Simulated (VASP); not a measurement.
Wanted: the native input for a VASP 6.6.1 run.

```
Task                   : relaxation of cell and atoms
Functional             : PBEsol
Potentials or basis    : VASP PAW PBE potentials, release 64 (Ba_sv, Te)
Cutoff                 : 600 eV
k mesh                 : 6 × 6 × 6
Occupations            : gaussian, width 0.01 eV
Spin                   : no spin polarisation
Target pressure        : 7 GPa
Dipole correction      : no
Further INCAR settings : ALGO = Normal; EDIFF = 1e-06; IBRION = 2; EDIFFG = -0.002; NSW = 100; ISIF = 3
```

The structure of BaTe lies in POSCAR:

```
BaTe
1.0
    0.0000000000      3.4713686740      3.4713686740
    3.4713686740      0.0000000000      3.4713686740
    3.4713686740      3.4713686740      0.0000000000
Ba Te
1 1
Direct
    0.0000000000      0.0000000000      0.0000000000
    0.5000000000      0.5000000000      0.5000000000
```

These files were run (other wordings do the same):

INCAR

```
SYSTEM = BaTe
PREC = Accurate
ENCUT = 600
EDIFF = 1E-6
ISMEAR = 0
SIGMA = 0.01
LREAL = .False.
LASPH = .True.
NELM = 60
ALGO = Normal
ISIF = 3
LWAVE = .False.
LCHARG = .False.
GGA = PS
IBRION = 2
NSW = 100
EDIFFG = -0.002
PSTRESS = 70.0
```

KPOINTS

```
Automatic mesh
0
Gamma
  6 6 6
  0 0 0
```

Potentials or basis: VASP PAW PBE potentials, release 64 (Ba_sv, Te).

Run with:

```console
$ cat potpaw_PBE.64/Ba_sv/POTCAR potpaw_PBE.64/Te/POTCAR > POTCAR
$ mpirun -np 1 vasp_std > vasp.out
```

Results of the run:

- Relaxed volume: 36.20 Å³/atom
- Relaxed cell: a = 4.678 Å, b = 4.678 Å, c = 4.678 Å, α = 60.00°, β = 60.00°, γ = 60.00°
- Space group after relaxing (to 0.05 Å): Fm-3m (No. 225)
- Energy change on relaxing (the enthalpy is what falls): +115.4 meV/atom
- Ionic steps: 6
- Pressure after relaxing: 7.0 GPa
- Band gap on the k mesh: 0.96 eV, indirect (least direct gap 1.33 eV)

Caveat: the cell is relaxed towards a set pressure, so the enthalpy falls and the energy may rise; the PAW data sets were made with another functional, which shifts forces and pressure a little; spin-orbit coupling is left out, which moves the levels of the heavy elements.

It took 49 s on 1 thread of Intel(R) Xeon(R) 6975P-C (Granite Rapids), with other jobs on the host, peak memory 0.24 GiB.
